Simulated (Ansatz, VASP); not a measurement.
## SiNi3: VASP beside Ansatz

```
Si Ni
1.0
     3.54099    0.00000    0.00000
     0.00000    3.54099    0.00000
     0.00000    0.00000    3.54099
Si Ni
1 3
Direct
  0.00000 0.00000 0.00000
  0.00000 0.50000 0.50000
  0.50000 0.00000 0.50000
  0.50000 0.50000 0.00000
```

Alike in both runs: task single point; functional PBE; k mesh 12 × 12 × 12; occupations gaussian, width 0.1 eV; no spin polarisation.

|  | VASP | Ansatz |
| --- | --- | --- |
| version | VASP 6.6.1 | Ansatz 0.2.0 |
| potentials or method | VASP PAW PBE potentials, release 64 (Si, Ni), cutoff 520 eV | scalar-relativistic, plane waves, PAW |
| valence electrons in the cell | 34 | 58 |

|  | VASP | Ansatz | Ansatz less VASP |
| --- | --- | --- | --- |
| gap on the k mesh at the Fermi level (eV) | none | none | - |
| pressure (GPa) | -5.8 | -5.9 | -0.06 |

A gap of «none» marks a metal or a gap that the smearing closes. The functional is the same, so the differences come from potentials, cutoffs and numerics. VASP's potentials hold 34 valence electrons a cell and Ansatz's 58, so a difference there can come from the potentials and not from the codes.
